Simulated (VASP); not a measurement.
Input of a VASP 6.6.1 run:

File INCAR:

```
SYSTEM = AlN
PREC = Accurate
ENCUT = 600
EDIFF = 1E-8
ISMEAR = 0
SIGMA = 0.01
LREAL = .False.
LASPH = .True.
NELM = 100
ALGO = Normal
ISIF = 3
LWAVE = .False.
LCHARG = .False.
GGA = PE
IBRION = 6
NFREE = 2
POTIM = 0.015
NSW = 1
```

The input KPOINTS:

```
regular mesh
0
Gamma
  9 9 6
  0 0 0
```

Contents of POSCAR:

```
AlN
1.0
    3.1302455678      0.0000000000      0.0000000000
   -1.5651227839      2.7108721818      0.0000000000
    0.0000000000      0.0000000000      5.0179604237
Al N
2 2
Direct
    0.3333333333      0.6666666667     -0.0007713538
    0.6666666667      0.3333333333      0.4992286462
    0.3333333333      0.6666666667      0.3807713538
    0.6666666667      0.3333333333      0.8807713538
```

Potentials or basis: VASP PAW PBE potentials, release 64 (Al, N).

The run is started by

```console
$ cat potpaw_PBE.64/Al/POTCAR potpaw_PBE.64/N/POTCAR > POTCAR
$ mpirun -np 1 vasp_std > vasp.out
```

Problem. What does it give for the Voigt bulk modulus?

Solution. 193 GPa.

Problem. Predict the highest phonon frequency at Γ, LO-TO splitting left out.

Solution. 706 cm⁻¹.

Phonon frequencies in cm⁻¹ (negative: imaginary):
```csv
q point,frequencies
"(0.000, 0.000, 0.000)",0 0 0 237 237 535 595 637 637 649 649 706
```
